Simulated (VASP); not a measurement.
# BaTe (Fm-3m) in VASP: single point with PBE

Aim: the single point of BaTe with PBE.

All numbers are computed with VASP 6.6.1; they aren't measurements. Logs are shortened: lines on timing, memory, paths and dates and some standing lists are left out, and cuts for length are marked.

## Step 1: The cell of the first run

It takes space group Fm-3m (No. 225, cubic). The conventional cell has a = 6.820 Å, b = 6.820 Å, c = 6.820 Å, α = 90.00°, β = 90.00°, γ = 90.00°. Ba (site symmetry m-3m) has 6 Te at 3.41 Å within 4.5 Å. Te (site symmetry m-3m) has 6 Ba at 3.41 Å within 4.5 Å.

## Step 2: Single point, PBE

File INCAR:

```
ALGO = Normal
EDIFF = 1E-6
ENCUT = 520
GGA = PE
ISIF = 2
ISMEAR = 0
LASPH = T
LCHARG = F
LREAL = F
LWAVE = F
NBANDS = 15
NELM = 100
PREC = Accurate
SIGMA = 0.01
```

File KPOINTS:

```
k-points
0
Gamma
  4 4 4
```

File POSCAR:

```
BaTe
1.0
    0.0000000000      3.4100000000      3.4100000000
    3.4100000000      0.0000000000      3.4100000000
    3.4100000000      3.4100000000      0.0000000000
Ba Te
1 1
Direct
    0.0000000000      0.0000000000      0.0000000000
    0.5000000000      0.5000000000      0.5000000000
```

Potentials or basis: VASP PAW PBE potentials, release 64 (Ba_sv, Te).

Launch:

```
cat potpaw_PBE.64/Ba_sv/POTCAR potpaw_PBE.64/Te/POTCAR > POTCAR
mpirun -np 1 vasp_std > vasp.out
```

OUTCAR:

```text
EDIFF = 1E-6
   ENCUT = 520
   GGA = PE
   ISIF = 2
   ISMEAR = 0
   LASPH = T
   LREAL = F
   NELM = 100
   PREC = Accurate

 ion  position               nearest neighbor table
   1  0.000  0.000  0.000-   2 3.41   2 3.41   2 3.41   2 3.41   2 3.41   2 3.41
   2  0.500  0.500  0.500-   1 3.41   1 3.41   1 3.41   1 3.41   1 3.41   1 3.41

  LATTYP: Found a face centered cubic cell.
 ALAT       =     6.8200000000

  Lattice vectors:

 A1 = (   0.0000000000,   3.4100000000,   3.4100000000)
 A2 = (   3.4100000000,   0.0000000000,   3.4100000000)
 A3 = (   3.4100000000,   3.4100000000,   0.0000000000)

Analysis of symmetry for initial positions (statically):
=====================================================================
 Subroutine PRICEL returns:
 Original cell was already a primitive cell.

 Routine SETGRP: Setting up the symmetry group for a
 face centered cubic supercell.

 Subroutine GETGRP returns: Found 48 space group operations
 (whereof 48 operations were pure point group operations)
 out of a pool of 48 trial point group operations.

The static configuration has the point symmetry O_h .

Analysis of symmetry for dynamics (positions and initial velocities):
=====================================================================
 Subroutine PRICEL returns:
 Original cell was already a primitive cell.

 Routine SETGRP: Setting up the symmetry group for a
 face centered cubic supercell.

 Subroutine GETGRP returns: Found 48 space group operations
 (whereof 48 operations were pure point group operations)
 out of a pool of 48 trial point group operations.

The dynamic configuration has the point symmetry O_h .

 Subroutine INISYM returns: Found 48 space group operations
 (whereof 48 operations are pure point group operations),
 and found     1 'primitive' translations

----------------------------------------------------------------------------------------

                                     Primitive cell

  volume of cell :      79.3036

  direct lattice vectors                    reciprocal lattice vectors
     0.000000000  3.410000000  3.410000000    -0.146627566  0.146627566  0.146627566
     3.410000000  0.000000000  3.410000000     0.146627566 -0.146627566  0.146627566
     3.410000000  3.410000000  0.000000000     0.146627566  0.146627566 -0.146627566

  length of vectors
     4.822468248  4.822468248  4.822468248     0.253966394  0.253966394  0.253966394

  position of ions in fractional coordinates (direct lattice)
     0.000000000  0.000000000  0.000000000
     0.500000000  0.500000000  0.500000000

  ion indices of the primitive-cell ions
   primitive index   ion index
                 1           1
                 2           2

----------------------------------------------------------------------------------------

 KPOINTS: k-points

Automatic generation of k-mesh.
 Grid dimensions read from file:
 generate k-points for:    4    4    4

 Generating k-lattice:

  Cartesian coordinates                     Fractional coordinates (reciprocal lattice)
    -0.036656891  0.036656891  0.036656891     0.250000000  0.000000000  0.000000000
     0.036656891 -0.036656891  0.036656891     0.000000000  0.250000000  0.000000000
     0.036656891  0.036656891 -0.036656891     0.000000000  0.000000000  0.250000000

  Length of vectors
     0.063491599  0.063491599  0.063491599

  Shift w.r.t. Gamma in fractional coordinates (k-lattice)
     0.000000000  0.000000000  0.000000000

 Subroutine IBZKPT returns following result:
 ===========================================

 Found      8 irreducible k-points:

 Following reciprocal coordinates:
            Coordinates               Weight
  0.000000  0.000000  0.000000      1.000000
  0.250000  0.000000  0.000000      8.000000
  0.500000  0.000000  0.000000      4.000000
  0.250000  0.250000  0.000000      6.000000
  0.500000  0.250000  0.000000     24.000000
 -0.250000  0.250000  0.000000     12.000000
  0.500000  0.500000  0.000000      3.000000
 -0.250000  0.500000  0.250000      6.000000
   k-points           NKPTS =      8   k-points in BZ     NKDIM =      8   number of bands    NBANDS=     15
   number of dos      NEDOS =    301   number of ions     NIONS =      2
   total plane-waves  NPLWV =  46656
   dimension x,y,z NGX =    36 NGY =   36 NGZ =   36
   dimension x,y,z NGXF=    72 NGYF=   72 NGZF=   72
   ions per type =               1   1
   NGX,Y,Z   is equivalent  to a cutoff of  12.41, 12.41, 12.41 a.u.
   NGXF,Y,Z  is equivalent  to a cutoff of  24.82, 24.82, 24.82 a.u.
 SYSTEM =  unknown system
   PREC   = accura    normal or accurate (medium, high low for compatibility)
   ISTART =      0    job   : 0-new  1-cont  2-samecut
   ICHARG =      2    charge: 1-file 2-atom 10-const
   ISPIN  =      1    spin polarized calculation?
   LNONCOLLINEAR =      F non collinear calculations
   LSORBIT =      F    spin-orbit coupling
   LASPH  =      T    aspherical Exc in radial PAW
   ENCUT  =  520.0 eV  38.22 Ry    6.18 a.u.   8.97  8.97  8.97*2*pi/ulx,y,z
   NELM   =    100;   NELMIN=  2; NELMDL= -5     # of ELM steps
   EDIFF  = 0.1E-05   stopping-criterion for ELM
   LREAL  =      F    real-space projection
   EDIFFG = 0.1E-04   stopping-criterion for IOM
   NSW    =      0    number of steps for IOM
   IBRION =     -1    ionic relax: 0-MD 1-quasi-New 2-CG
   NFREE  =      0    steps in history (QN), initial steepest desc. (CG)
   ISIF   =      2    stress and relaxation
   ISYM   =      2    0-nonsym 1-usesym 2-fastsym
   POTIM  = 0.5000    time-step for ionic-motion
   TEBEG  =    0.0;   TEEND  =   0.0 temperature during run
   PSTRESS=    0.0 pullay stress
   NELECT =      16.0000    total number of electrons
   NUPDOWN=      -1.0000    fix difference up-down
   EMIN   =  10.00;   EMAX   =-10.00  energy-range for DOS
   EFERMI =   0.00;   METHOD = LEGACY
   ISMEAR =     0;   SIGMA  =   0.01  broadening in eV -4-tet -1-fermi 0-gaus
   EFERMI_NEDOS =   21; number of points for ismear=-14 and -15
   IALGO  =     38    algorithm
   IMIX   =      4    mixing-type and parameters
     AMIX     =   0.40;   BMIX     =  1.00
     AMIX_MAG =   1.60;   BMIX_MAG =  1.00
  volume/ion in A,a.u.               =      39.65       267.58
  Fermi-wavevector in a.u.,A,eV,Ry     =   0.960175  1.814468 12.543704  0.921936
  Thomas-Fermi vector in A             =   2.089436
   LORBIT       =      0    0 simple, 1 ext, 2 COOP (PROOUT), +10 PAW based schemes
   GGA     = PE    functional components
   LHFCALC =     F    Hartree Fock is set to
   AEXX    =    0.0000 exact exchange contribution
   IVDW    =     0    specifies the selected vdW correction
   LEPSILON=     F    determine dielectric tensor
   LRPA    =     F    only Hartree local field effects (RPA)
 non-spin polarized calculation
 Gauss-broadening in eV      SIGMA  =   0.01
  energy-cutoff  :      520.00
  volume of cell :       79.30
 maximum number of plane-waves:      2148
   NGX = 17   NGY = 17   NGZ = 17

 number of electron      16.0000000 magnetization

 Free energy of the ion-electron system (eV)
  ---------------------------------------------------
  ext. energy  EPLUGINS =         0.00000000
  ---------------------------------------------------
  free energy    TOTEN  =        -8.49978734 eV

  energy without entropy =       -8.49978734  energy(sigma->0) =       -8.49978734

 E-fermi :   2.8758     XC(G=0):  -8.5608

 val. band max:        2.8063005751   @ k =   0.0000   0.0000   0.0000
 cond. band min:       4.1263726416   @ k =   0.5000   0.5000   0.0000
 fundamental gap:      1.3200720665
 Fermi energy:         2.8758494720

 k-point     1 :       0.0000    0.0000    0.0000
  band No.  band energies     occupation
      1     -24.0387      2.00000
      2      -9.2112      2.00000
      3      -9.2112      2.00000
      4      -9.2112      2.00000
      5      -6.9178      2.00000
      6       2.8063      2.00000
      7       2.8063      2.00000
      8       2.8063      2.00000
      9       5.6591      0.00000
     10       5.6591      0.00000
     11       5.6591      0.00000
     12       6.0299      0.00000
     13       6.3626      0.00000
     14       6.3626      0.00000
     15       9.7798      0.00000

 k-point     2 :       0.2500    0.0000    0.0000
  band No.  band energies     occupation
      1     -24.0285      2.00000
      2      -9.5508      2.00000
      3      -9.2180      2.00000
      4      -9.2180      2.00000
      5      -6.4000      2.00000
      6       1.3065      2.00000
      7       2.0210      2.00000
      8       2.0210      2.00000
      9       5.9144      0.00000
     10       6.4417      0.00000
     11       6.4417      0.00000
     12       8.0258      0.00000
     13       8.0933      0.00000
     14       8.0933      0.00000
     15      11.3540      0.00000

 k-point     3 :       0.5000    0.0000    0.0000
  band No.  band energies     occupation
      1     -24.0182      2.00000
      2      -9.8115      2.00000
      3      -9.2246      2.00000
      4      -9.2246      2.00000
      5      -5.9334      2.00000
      6       0.3388      2.00000
      7       1.5038      2.00000
      8       1.5038      2.00000
      9       7.0945      0.00000
     10       7.7368      0.00000
     11       7.8400      0.00000
     12       7.8400      0.00000
     13       9.9399      0.00000
     14       9.9399      0.00000
     15      10.7792      0.00000

 k-point     4 :       0.2500    0.2500    0.0000
  band No.  band energies     occupation
      1     -24.0251      2.00000
      2      -9.4749      2.00000
      3      -9.2684      2.00000
      4      -9.2684      2.00000
      5      -6.4975      2.00000
      6       1.1248      2.00000
      7       2.4733      2.00000
      8       2.4733      2.00000
      9       4.7245      0.00000
     10       6.7906      0.00000
     11       6.8281      0.00000
     12       7.4737      0.00000
     13       7.4737      0.00000
     14      10.4431      0.00000
     15      11.8354      0.00000

 k-point     5 :       0.5000    0.2500    0.0000
  band No.  band energies     occupation
      1     -24.0149      2.00000
      2      -9.6236      2.00000
      3      -9.3306      2.00000
      4      -9.2760      2.00000
      5      -6.2994      2.00000
      6       1.0691      2.00000
      7       1.7047      2.00000
      8       1.9208      2.00000
      9       5.4074      0.00000
     10       7.9793      0.00000
     11       8.2057      0.00000
     12       8.5076      0.00000
     13       8.5243      0.00000
     14       9.5040      0.00000
     15      10.5726      0.00000

 k-point     6 :      -0.2500    0.2500    0.0000
  band No.  band energies     occupation
      1     -24.0182      2.00000
      2      -9.6455      2.00000
      3      -9.3410      2.00000
      4      -9.2257      2.00000
      5      -6.1789      2.00000
      6       0.7683      2.00000
      7       1.5908      2.00000
      8       1.9636      2.00000
      9       6.6647      0.00000
     10       6.9034      0.00000
     11       7.2563      0.00000
     12       7.7098      0.00000
     13       8.8165      0.00000
     14      10.7394      0.00000
     15      11.6102      0.00000

 k-point     7 :       0.5000    0.5000    0.0000
  band No.  band energies     occupation
      1     -24.0115      2.00000
      2      -9.4996      2.00000
      3      -9.3261      2.00000
      4      -9.3261      2.00000
      5      -6.6893      2.00000
      6       1.6543      2.00000
      7       2.4260      2.00000
      8       2.4260      2.00000
      9       4.1264      0.00000
     10       7.3462      0.00000
     11       7.7986      0.00000
     12       8.7576      0.00000
     13       8.7984      0.00000
     14       8.7984      0.00000
     15      10.9722      0.00000

 k-point     8 :      -0.2500    0.5000    0.2500
  band No.  band energies     occupation
      1     -24.0115      2.00000
      2      -9.4357      2.00000
      3      -9.4134      2.00000
      4      -9.4134      2.00000
      5      -6.3936      2.00000
      6       1.3703      2.00000
      7       1.8138      2.00000
      8       1.8138      2.00000
      9       6.3244      0.00000
     10       6.3244      0.00000
     11       7.8514      0.00000
     12       8.2441      0.00000
     13       8.8129      0.00000
     14      11.5000      0.00000
     15      11.5778      0.00000

------------------------ aborting loop because EDIFF is reached ----------------------------------------

  FORCE on cell =-STRESS in cart. coord.  units (eV):
  Direction    XX          YY          ZZ          XY          YZ          ZX
  --------------------------------------------------------------------------------------
  -------------------------------------------------------------------------------------
  Total        2.1506823      2.1506823      2.1506823      0.0000000     -0.0000000      0.0000000
  in kB       43.4503936     43.4503936     43.4503936      0.0000000     -0.0000000      0.0000000
  external PRESSURE =      43.4503936 kB  Pullay stress =       0.0000000 kB

 VOLUME and BASIS-vectors are now :
 -----------------------------------------------------------------------------
  energy-cutoff  :      520.00
  volume of cell :       79.30
      direct lattice vectors                 reciprocal lattice vectors
     0.000000000  3.410000000  3.410000000    -0.146627566  0.146627566  0.146627566
     3.410000000  0.000000000  3.410000000     0.146627566 -0.146627566  0.146627566
     3.410000000  3.410000000  0.000000000     0.146627566  0.146627566 -0.146627566

 POSITION                                       TOTAL-FORCE (eV/Angst)
 -----------------------------------------------------------------------------------
      0.00000      0.00000      0.00000         0.000000     -0.000000      0.000000
      3.41000      3.41000      3.41000        -0.000000      0.000000     -0.000000
 -----------------------------------------------------------------------------------
    total drift:                                0.000000      0.000000      0.000000

  FREE ENERGIE OF THE ION-ELECTRON SYSTEM (eV)
  ---------------------------------------------------
  free  energy   TOTEN  =        -8.4997873411 eV

  energy  without entropy=       -8.4997873411  energy(sigma->0) =       -8.49978734
```

It took 25 s on 1 thread of AMD EPYC 7R13, shared host; peak memory 0.17 GiB.

What came out:

| Item | Value |
| --- | --- |
| Free energy | -8.4998 eV |
| Pressure | 4.3 GPa |
| Band gap on the k mesh | 1.32 eV, indirect (least direct gap 1.70 eV) |

Levels at points of the mesh, in eV from the valence-band top:
| k point | band 4 | band 5 | band 6 | band 7 | band 8 | band 9 | band 10 | band 11 | band 12 | band 13 |
| --- | --- | --- | --- | --- | --- | --- | --- | --- | --- | --- |
| (0.00, 0.00, 0.00) | -12.02 | -9.72 | 0.00 | 0.00 | 0.00 | 2.85 | 2.85 | 2.85 | 3.22 | 3.56 |
| (0.50, 0.00, 0.00) | -12.03 | -8.74 | -2.47 | -1.30 | -1.30 | 4.29 | 4.93 | 5.03 | 5.03 | 7.13 |
| (0.50, 0.50, 0.00) | -12.13 | -9.50 | -1.15 | -0.38 | -0.38 | 1.32 | 4.54 | 4.99 | 5.95 | 5.99 |

Caveat: spin-orbit coupling is left out, which moves the levels of the heavy elements. A k mesh can miss the band edges.
